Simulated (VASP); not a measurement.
# Br (Cmce) in VASP: notebook

The runs below take Br through single point, relaxation of cell and atoms, with BLYP, revPBE, LDA.

Program: VASP 6.6.1. These are calculated values, not measurements. Logs are shortened: lines on timing, memory, paths and dates and some standing lists are left out, and cuts for length are marked.

## 1. The cell of the first run

It takes space group Cmce (No. 64, orthorhombic). Conventional cell: a = 12.299 Å, b = 4.526 Å, c = 8.897 Å, α = 90.00°, β = 90.00°, γ = 90.00°. Within 3.3 Å of Br (site symmetry m) lie 3 Br at 2.42 to 3.27 Å.

## 2. Single point, BLYP

File INCAR:

```
SYSTEM = Br
PREC = Accurate ; ENCUT = 520
EDIFF = 1E-6 ; ISMEAR = -1
SIGMA = 0.05 ; LREAL = .False.
LASPH = .True. ; NELM = 80
ALGO = Normal ; ISIF = 2
LWAVE = .False. ; LCHARG = .False.
GGA = B5 ; ALDAX = 1.0
AGGAX = 1.0 ; AGGAC = 1.0
ALDAC = 0.0 ; NBANDS = 22
```

File KPOINTS:

```
regular mesh
0
Gamma
  7 7 3
  0 0 0
```

File POSCAR:

```
Br
1.0
    6.1496427176     -2.2629741530      0.0000000000
    6.1496427176      2.2629741530      0.0000000000
    0.0000000000      0.0000000000      8.8972456386
Br
4
Direct
    0.3656976512      0.6343023488      0.3825953084
    0.1343023488      0.8656976512      0.8825953084
    0.6343023488      0.3656976512      0.6174046916
    0.8656976512      0.1343023488      0.1174046916
```

Potentials or basis: VASP PAW PBE potentials, release 64 (Br).

Launch:

```
$ cat potpaw_PBE.64/Br/POTCAR > POTCAR
$ mpirun -np 1 vasp_std > vasp.out
```

OUTCAR:

```text
SYSTEM = Br
   PREC = Accurate
   ENCUT = 520
   EDIFF = 1E-6
   ISMEAR = -1
   LREAL = .False.
   LASPH = .True.
   NELM = 80
   ISIF = 2
   GGA = B5

 ion  position               nearest neighbor table
   1  0.366  0.634  0.383-   3 2.42
   2  0.134  0.866  0.883-   4 2.42
   3  0.634  0.366  0.617-   1 2.42
   4  0.866  0.134  0.117-   2 2.42

  LATTYP: Found a base centered orthorhombic cell.
 ALAT       =     4.5259483060
 B/A-ratio  =     2.7175046208
 C/A-ratio  =     1.9658301503

  Lattice vectors:

 A1 = (  -6.1496427176,  -2.2629741530,   0.0000000000)
 A2 = (   6.1496427176,  -2.2629741530,   0.0000000000)
 A3 = (   0.0000000000,   0.0000000000,   8.8972456386)

Analysis of symmetry for initial positions (statically):
=====================================================================
 Subroutine PRICEL returns:
 Original cell was already a primitive cell.

 Routine SETGRP: Setting up the symmetry group for a
 base centered orthorhombic supercell.

 Subroutine GETGRP returns: Found  8 space group operations
 (whereof  4 operations were pure point group operations)
 out of a pool of  8 trial point group operations.

The static configuration has the point symmetry C_2h.
 The point group associated with its full space group is D_2h.

Analysis of symmetry for dynamics (positions and initial velocities):
=====================================================================
 Subroutine PRICEL returns:
 Original cell was already a primitive cell.

 Routine SETGRP: Setting up the symmetry group for a
 base centered orthorhombic supercell.

 Subroutine GETGRP returns: Found  8 space group operations
 (whereof  4 operations were pure point group operations)
 out of a pool of  8 trial point group operations.

The dynamic configuration has the point symmetry C_2h.
 The point group associated with its full space group is D_2h.

 Subroutine INISYM returns: Found  8 space group operations
 (whereof  4 operations are pure point group operations),
 and found     1 'primitive' translations

----------------------------------------------------------------------------------------

                                     Primitive cell

  volume of cell :     247.6367

  direct lattice vectors                    reciprocal lattice vectors
     6.149642718 -2.262974153  0.000000000     0.081305536 -0.220948171  0.000000000
     6.149642718  2.262974153  0.000000000     0.081305536  0.220948171  0.000000000
     0.000000000  0.000000000  8.897245639     0.000000000  0.000000000  0.112394334

  length of vectors
     6.552797690  6.552797690  8.897245639     0.235432972  0.235432972  0.112394334

  position of ions in fractional coordinates (direct lattice)
     0.365697651  0.634302349  0.382595308
     0.134302349  0.865697651  0.882595308
     0.634302349  0.365697651  0.617404692
     0.865697651  0.134302349  0.117404692

  ion indices of the primitive-cell ions
   primitive index   ion index
                 1           1
                 2           2
                 3           3
                 4           4

----------------------------------------------------------------------------------------

 KPOINTS: regular mesh

Automatic generation of k-mesh.
 Grid dimensions read from file:
 generate k-points for:    7    7    3

 Generating k-lattice:

  Cartesian coordinates                     Fractional coordinates (reciprocal lattice)
     0.011615077 -0.031564024  0.000000000     0.142857143  0.000000000  0.000000000
     0.011615077  0.031564024  0.000000000     0.000000000  0.142857143  0.000000000
     0.000000000  0.000000000  0.037464778     0.000000000  0.000000000  0.333333333

  Length of vectors
     0.033633282  0.033633282  0.037464778

  Shift w.r.t. Gamma in fractional coordinates (k-lattice)
     0.000000000  0.000000000  0.000000000

 Subroutine IBZKPT returns following result:
 ===========================================

 Found     32 irreducible k-points:

 Following reciprocal coordinates:
            Coordinates               Weight
  0.000000  0.000000  0.000000      1.000000
  0.142857 -0.000000  0.000000      4.000000
  0.285714 -0.000000  0.000000      4.000000
  0.428571 -0.000000  0.000000      4.000000
  0.142857  0.142857  0.000000      2.000000
  0.285714  0.142857  0.000000      4.000000
[... 16 lines left out ...]
  0.428571  0.142857  0.333333      8.000000
 -0.428571  0.142857  0.333333      8.000000
 [... further k-points ...]
   k-points           NKPTS =     32   k-points in BZ     NKDIM =     32   number of bands    NBANDS=     22
   number of dos      NEDOS =    301   number of ions     NIONS =      4
   total plane-waves  NPLWV = 175000
   dimension x,y,z NGX =    50 NGY =   50 NGZ =   70
   dimension x,y,z NGXF=   100 NGYF=  100 NGZF=  140
   ions per type =               4
   NGX,Y,Z   is equivalent  to a cutoff of  12.69, 12.69, 13.08 a.u.
   NGXF,Y,Z  is equivalent  to a cutoff of  25.37, 25.37, 26.16 a.u.
 SYSTEM =  Br
   PREC   = accura    normal or accurate (medium, high low for compatibility)
   ISTART =      0    job   : 0-new  1-cont  2-samecut
   ICHARG =      2    charge: 1-file 2-atom 10-const
   ISPIN  =      1    spin polarized calculation?
   LNONCOLLINEAR =      F non collinear calculations
   LSORBIT =      F    spin-orbit coupling
   LASPH  =      T    aspherical Exc in radial PAW
   ENCUT  =  520.0 eV  38.22 Ry    6.18 a.u.  12.18 12.18 16.54*2*pi/ulx,y,z
   NELM   =     80;   NELMIN=  2; NELMDL= -5     # of ELM steps
   EDIFF  = 0.1E-05   stopping-criterion for ELM
   LREAL  =      F    real-space projection
   EDIFFG = 0.1E-04   stopping-criterion for IOM
   NSW    =      0    number of steps for IOM
   IBRION =     -1    ionic relax: 0-MD 1-quasi-New 2-CG
   NFREE  =      0    steps in history (QN), initial steepest desc. (CG)
   ISIF   =      2    stress and relaxation
   ISYM   =      2    0-nonsym 1-usesym 2-fastsym
   POTIM  = 0.5000    time-step for ionic-motion
   TEBEG  =    0.0;   TEEND  =   0.0 temperature during run
   PSTRESS=    0.0 pullay stress
   NELECT =      28.0000    total number of electrons
   NUPDOWN=      -1.0000    fix difference up-down
   EMIN   =  10.00;   EMAX   =-10.00  energy-range for DOS
   EFERMI =   0.00;   METHOD = LEGACY
   ISMEAR =    -1;   SIGMA  =   0.05  broadening in eV -4-tet -1-fermi 0-gaus
   EFERMI_NEDOS =   21; number of points for ismear=-14 and -15
   IALGO  =     38    algorithm
   IMIX   =      4    mixing-type and parameters
     AMIX     =   0.40;   BMIX     =  1.00
     AMIX_MAG =   1.60;   BMIX_MAG =  1.00
  volume/ion in A,a.u.               =      61.91       417.78
  Fermi-wavevector in a.u.,A,eV,Ry     =   0.791630  1.495965  8.526482  0.626679
  Thomas-Fermi vector in A             =   1.897209
   LORBIT       =      0    0 simple, 1 ext, 2 COOP (PROOUT), +10 PAW based schemes
   GGA     = B5    functional components
   LHFCALC =     F    Hartree Fock is set to
   AEXX    =    0.0000 exact exchange contribution
   IVDW    =     0    specifies the selected vdW correction
   LEPSILON=     F    determine dielectric tensor
   LRPA    =     F    only Hartree local field effects (RPA)
 non-spin polarized calculation
  energy-cutoff  :      520.00
  volume of cell :      247.64
 maximum number of plane-waves:      6707
 NGX is ok and might be reduce to    50
   NGX = 25   NGY = 25   NGZ = 33

 number of electron      28.0000002 magnetization

 Free energy of the ion-electron system (eV)
  ---------------------------------------------------
  ext. energy  EPLUGINS =         0.00000000
  ---------------------------------------------------
  free energy    TOTEN  =        -5.57522705 eV

  energy without entropy =       -5.57522649  energy(sigma->0) =       -5.57522677

 E-fermi :  -2.4317     XC(G=0):  -4.9800

 val. band max:       -3.0894062638   @ k =   0.0000   0.0000   0.0000
 cond. band min:      -1.7780464675   @ k =   0.0000   0.0000   0.0000
 fundamental gap:      1.3113597963
 Fermi energy:        -2.4316800823

 k-point     1 :       0.0000    0.0000    0.0000
  band No.  band energies     occupation
      1     -18.3345      2.00000
      2     -17.9408      2.00000
      3     -16.2977      2.00000
      4     -15.6062      2.00000
      5      -7.5238      2.00000
      6      -6.6098      2.00000
[... 14 lines left out ...]
     21       5.6255      0.00000
     22       5.6756      0.00000

 k-point     2 :       0.1429   -0.0000    0.0000
  band No.  band energies     occupation
      1     -18.3036      2.00000
      2     -17.9468      2.00000
      3     -16.2706      2.00000
      4     -15.6506      2.00000
      5      -7.5328      2.00000
      6      -6.7360      2.00000
[... 14 lines left out ...]
     21       5.7808      0.00000
     22       5.8408      0.00000

 k-point     3 :       0.2857   -0.0000    0.0000
  band No.  band energies     occupation
      1     -18.2221      2.00000
      2     -17.9715      2.00000
      3     -16.1925      2.00000
      4     -15.7684      2.00000
      5      -7.5517      2.00000
      6      -7.0531      2.00000
[... 14 lines left out ...]
     21       5.4248      0.00000
     22       5.7036      0.00000
[... 476 lines left out ...]
 k-point    23 :       0.4286    0.1429    0.3333
  band No.  band energies     occupation
      1     -18.1669      2.00000
      2     -18.0429      2.00000
      3     -16.0790      2.00000
      4     -15.8683      2.00000
      5      -7.4076      2.00000
      6      -7.1286      2.00000
[... 14 lines left out ...]
     21       5.8391      0.00000
     22       5.8575      0.00000

 k-point    24 :      -0.4286    0.1429    0.3333
  band No.  band energies     occupation
      1     -18.0970      2.00000
      2     -18.0518      2.00000
      3     -16.0339      2.00000
      4     -15.9591      2.00000
      5      -7.3898      2.00000
      6      -7.2820      2.00000
[... 14 lines left out ...]
     21       5.5942      0.00000
     22       5.9336      0.00000

 [... further k-points ...]

------------------------ aborting loop because EDIFF is reached ----------------------------------------

  FORCE on cell =-STRESS in cart. coord.  units (eV):
  Direction    XX          YY          ZZ          XY          YZ          ZX
  --------------------------------------------------------------------------------------
  -------------------------------------------------------------------------------------
  Total        0.0300919      0.0258980      0.0827711      0.0000000     -0.0000000      0.0000000
  in kB        0.1946909      0.1675570      0.5355180      0.0000000     -0.0000000      0.0000000
  external PRESSURE =       0.2992553 kB  Pullay stress =       0.0000000 kB

 VOLUME and BASIS-vectors are now :
 -----------------------------------------------------------------------------
  energy-cutoff  :      520.00
  volume of cell :      247.64
      direct lattice vectors                 reciprocal lattice vectors
     6.149642718 -2.262974153  0.000000000     0.081305536 -0.220948171  0.000000000
     6.149642718  2.262974153  0.000000000     0.081305536  0.220948171  0.000000000
     0.000000000  0.000000000  8.897245639     0.000000000  0.000000000  0.112394334

 POSITION                                       TOTAL-FORCE (eV/Angst)
 -----------------------------------------------------------------------------------
      6.14964      0.60785      3.40404         0.000000      0.011920     -0.016516
      6.14964      1.65513      7.85267         0.000000     -0.011920     -0.016516
      6.14964     -0.60785      5.49320         0.000000     -0.011920      0.016516
      6.14964     -1.65513      1.04458         0.000000      0.011920      0.016516
 -----------------------------------------------------------------------------------
    total drift:                                0.000000     -0.000000     -0.000000

  FREE ENERGIE OF THE ION-ELECTRON SYSTEM (eV)
  ---------------------------------------------------
  free  energy   TOTEN  =        -5.5752270461 eV

  energy  without entropy=       -5.5752264914  energy(sigma->0) =       -5.57522677
```

Wall time 8.5 min (1 thread of AMD EPYC 7R13, shared host); peak memory 0.45 GiB.

Results:

- Free energy: -5.5752 eV
- Pressure: 0.0 GPa
- Largest force: 0.020 eV/Å
- Band gap on the k mesh: 1.31 eV

Forces in eV/Å, atoms in the order of the input:
```
Br   0.000  0.012 -0.017
Br   0.000 -0.012 -0.017
Br   0.000 -0.012  0.017
Br   0.000  0.012  0.017
```

Caveat: this functional lacks dispersion, which holds the molecules together, so the pressure and a relaxed volume are unreliable; the PAW data sets were made with another functional, which shifts forces and pressure a little; an odd mesh through Γ misses points on the zone boundary, where band edges can lie.

## 3. Relaxation of cell and atoms, revPBE

This run uses another cell than the first one, of 33.99 Å³/atom.

File INCAR:

```
  ALGO = Normal
  EDIFF = 1E-7
  EDIFFG = -0.01
  ENCUT = 600
  GGA = RE
  IBRION = 2
  ISIF = 3
  ISMEAR = -1
  LASPH = True
  LCHARG = False
  LREAL = False
  LWAVE = False
  NELM = 100
  NSW = 60
  PREC = Accurate
  SIGMA = 0.05
```

File KPOINTS:

```
k-points
0
Gamma
  7 7 3
```

File POSCAR:

```
Br
1.0
    3.3632500000     -2.3225500000      0.0000000000
    3.3632500000      2.3225500000      0.0000000000
    0.0000000000      0.0000000000      8.7023000000
Br
4
Direct
    0.3651000000      0.6349000000      0.3901000000
    0.1349000000      0.8651000000      0.8901000000
    0.6349000000      0.3651000000      0.6099000000
    0.8651000000      0.1349000000      0.1099000000
```

Potentials or basis: VASP PAW PBE potentials, release 64 (Br).

Launch:

```
$ cat potpaw_PBE.64/Br/POTCAR > POTCAR
$ mpirun -np 1 vasp_std > vasp.out
```

It took 69 min on 1 thread of AMD EPYC 7R13, shared host; peak memory 0.31 GiB.

The run converged. Its results:

```
Free energy                           : -5.8209 eV
Relaxed volume                        : 53.79 Å³/atom
Relaxed cell                          : a = 5.593 Å, b = 5.593 Å, c = 8.973 Å, α = 90.00°, β = 90.00°, γ = 50.03°
Space group after relaxing (to 0.1 Å) : Cmce (No. 64)
Energy gained by relaxing             : 94.6 meV/atom
Ionic steps                           : 46
Pressure after relaxing               : 0.0 GPa
Largest force after relaxing          : 0.005 eV/Å
Band gap on the k mesh                : 1.61 eV
```

Forces in eV/Å, atoms in the order of the input:
```
Br   0.000  0.000  0.005
Br   0.000  0.000  0.005
Br   0.000  0.000 -0.005
Br   0.000  0.000 -0.005
```

Step by step:
```csv
step,energy change (eV),largest force (eV/Å),pressure (GPa),volume (Å³)
1,0.0000,0.8579,3.09,135.95
3,-0.0970,0.2177,0.57,142.56
5,-0.2405,0.1264,0.25,159.33
7,-0.3474,0.4147,0.43,241.96
9,-0.3591,0.0294,-0.03,249.62
11,-0.3604,0.0275,-0.03,247.72
13,-0.3681,0.0541,-0.12,232.46
15,-0.3697,0.0892,-0.17,224.28
17,-0.3714,0.0065,-0.04,219.66
19,-0.3716,0.0336,0.00,217.86
21,-0.3723,0.0220,-0.01,215.46
23,-0.3730,0.0178,-0.03,205.99
25,-0.3735,0.0651,0.09,207.37
27,-0.3740,0.0339,0.05,207.24
29,-0.3747,0.0095,0.05,204.49
31,-0.3753,0.0594,-0.06,206.89
33,-0.3755,0.0571,-0.06,207.30
35,-0.3763,0.0463,-0.05,209.14
37,-0.3781,0.0080,-0.02,216.53
39,-0.3782,0.0123,0.00,217.92
41,-0.3782,0.0361,0.04,217.07
43,-0.3783,0.0240,0.01,217.34
45,-0.3784,0.0116,0.01,216.40
46,-0.3785,0.0055,0.00,215.16
```

Final structure:
```xyz
4
Lattice="5.0687 -2.3653 0.0000 5.0687 2.3653 0.0000 0.0000 0.0000 8.9730" Properties=species:S:1:pos:R:3 pbc="T T T"
Br    5.0687    0.5789    3.4587
Br    5.0687    1.7864    7.9452
Br    5.0687   -0.5789    5.5144
Br    5.0687   -1.7864    1.0279
```

Levels at points of the mesh, in eV from the valence-band top:
```tsv
k point	band 10	band 11	band 12	band 13	band 14	band 15	band 16	band 17	band 18
(0.00, 0.00, 0.00)	-1.90	-0.92	-0.54	-0.15	0.00	1.61	2.27	5.47	6.69
```

Caveat: the volume moved by over 15 % at a fixed basis, so the end points are rough; this functional lacks dispersion, which holds the molecules together, so the pressure and a relaxed volume are unreliable; the PAW data sets were made with another functional, which shifts forces and pressure a little; an odd mesh through Γ misses points on the zone boundary, where band edges can lie.

(Part 1 of 2 ends here.)
